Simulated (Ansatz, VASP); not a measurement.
## Mg2S in VASP and in Ansatz

The input INCAR:

```
SYSTEM = Mg2S
PREC     = Accurate       ! precision mode
ENCUT    = 520            ! plane-wave cutoff, eV
EDIFF    = 1E-6           ! SCF threshold, eV
ISMEAR   = 0              ! smearing method
SIGMA    = 0.1657         ! smearing width, eV
LREAL    = .FALSE.        ! projectors in reciprocal space
LASPH    = .TRUE.         ! aspherical terms in the spheres
NELM     = 80             ! most SCF steps
ALGO     = Normal         ! electronic algorithm
ISIF     = 2              ! what is computed and relaxed
LWAVE    = .FALSE.        ! write WAVECAR
LCHARG   = .FALSE.        ! write CHGCAR
GGA      = PE             ! functional
NBANDS   = 12             ! bands
```

The input KPOINTS:

```
regular mesh
0
G
  11 11 11
  0 0 0
```

Contents of POSCAR:

```
Mg2S
1.0
    1.5734200000      2.7252420000      0.0000000000
   -1.5734200000      2.7252420000      0.0000000000
   -1.5734200000      0.9084110000      5.2916300000
S Mg
1 2
Direct
    0.0000000000      0.0000000000      0.0000000000
    0.2500000000      0.5000000000      0.7500000000
    0.7500000000      0.5000000000      0.2500000000
```

Input for Ansatz:

```yaml
crystal:
  lattice:
    - [1.57342, 2.725242, 0.0]
    - [-1.57342, 2.725242, 0.0]
    - [-1.57342, 0.908411, 5.29163]
  atoms:
    - { symbol: S, position: [0.0, 0.0, 0.0] }
    - { symbol: Mg, position: [0.25, 0.5, 0.75] }
    - { symbol: Mg, position: [0.75, 0.5, 0.25] }
  symmetry: { tolerance: 0.0003 }
kpoints:
  mp_grid: { grid: [11, 11, 11], shift: [0, 0, 0] }
  band_path:
    path:
      - [0.0, 0.0, 0.0]
      - [0.0, 0.0, 0.5]
      - [0.31368627, -0.31368627, 0.18631373]
      - [0.31368627, -0.37262746, -0.18631373]
      - [0.5, 0.0, 0.0]
      - [0.0, 0.0, 0.0]
      - [0.34315687, -0.34315687, -0.34315687]
      - [0.31368627, -0.34315687, 0.0]
      - [0.0, -0.5, 0.0]
      - [0.0, 0.0, 0.0]
    npoints: 6
magnetization:
  spin_polarized: false
scf:
  occupations: { method: gaussian, width: 0.1657 }
  lower_state_search: "off"
  max_iter: 200
hamiltonian:
  pseudopotentials: { kind: paw }
  xc: pbe
basis:
  ecutwfc: 420
  fft_grid_basis: typed
output:
  forces: true
  stress: true
  eigenvalues: true
  bader: true
  populations: true
  elf: true
  write_potential: true
  volumetric_format: npy
  dos:
    e_range: [-12, 8]
    de: 0.05
    projected: { site_lists: { Mg: [Mg], S: [S] } }
checkpoint:
  read: saved_state
```

Alike in both runs: task single point; functional PBE; k mesh 11 × 11 × 11; occupations gaussian, width 0.1657 eV; no spin polarisation.

|  | VASP | Ansatz |
| --- | --- | --- |
| version | VASP 6.6.1 | Ansatz 0.2.0 |
| potentials or method | VASP PAW PBE potentials, release 64 (S, Mg), cutoff 520 eV | PAW plane waves |
| valence electrons in the cell | 10 | 26 |

Ansatz gave:

| Item | Value |
| --- | --- |
| rms of the force components (eV/Å) | 1.830 |

Which values does VASP return?

rms of the force components (eV/Å): 1.846.

Atom by atom the forces differ by 0.016 eV/Å (rms over components). With one functional, cell and mesh, what is left measures potentials, basis and numerics. VASP's potentials hold 10 valence electrons a cell and Ansatz's 26, so a difference there can come from the potentials and not from the codes. Ansatz's warnings: structure snapped to symmetry.
